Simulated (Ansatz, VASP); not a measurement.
# One calculation of InSb, two programs

INCAR

```
ALGO = Normal
EDIFF = 1E-8
ENCUT = 520
GGA = PS
ISIF = 2
ISMEAR = -1
LASPH = T
LCHARG = F
LEFG = T
LREAL = F
LWAVE = F
NBANDS = 16
NELM = 80
PREC = Accurate
SIGMA = 0.05
```

Contents of KPOINTS:

```
k-points
0
Gamma
  9 9 9
```

File POSCAR:

```
InSb
1.0
    0.0000000000      3.2498612086      3.2498612086
    3.2498612086      0.0000000000      3.2498612086
    3.2498612086      3.2498612086      0.0000000000
In Sb
1 1
Direct
    0.0000000000      0.0000000000      0.0000000000
    0.7500000000      0.7500000000      0.7500000000
```

Input for Ansatz:

```yaml
crystal:
  lattice:
    - [0.0, 3.2498612086, 3.2498612086]
    - [3.2498612086, 0.0, 3.2498612086]
    - [3.2498612086, 3.2498612086, 0.0]
  atoms:
    - { symbol: In, position: [0.0, 0.0, 0.0] }
    - { symbol: Sb, position: [0.75, 0.75, 0.75] }
kpoints:
  mp_grid: { grid: [9, 9, 9] }
scf:
  occupations: { method: fermi_dirac, width: 0.05 }
hamiltonian:
  xc: pbesol
  pseudopotentials: { kind: all_electron, datasets: crystal }
output:
  forces: true
  stress: true
  eigenvalues: true
  efg: { contact_densities: true }
```

Change from the starting cell: volume scaled by 1.01, crystal datasets.

Alike in both runs: task electric field gradients; functional PBEsol; k mesh 9 × 9 × 9; occupations fermi-dirac, width 0.05 eV; no spin polarisation.

|  | VASP | Ansatz |
| --- | --- | --- |
| version | VASP 6.6.1 | Ansatz 0.2.0 |
| potentials or method | VASP PAW PBE potentials, release 64 (In_d, Sb), cutoff 520 eV | all-electron PAW with datasets made for the crystal, scalar-relativistic |

|  | VASP | Ansatz | Ansatz less VASP |
| --- | --- | --- | --- |
| pressure (GPa) | 0.4 | 0.4 | -0.01 |

VASP's potentials were made for PBE, not for PBEsol. Ansatz ran all-electron here, and VASP with PAW potentials.

Neither program's run includes spin-orbit coupling.
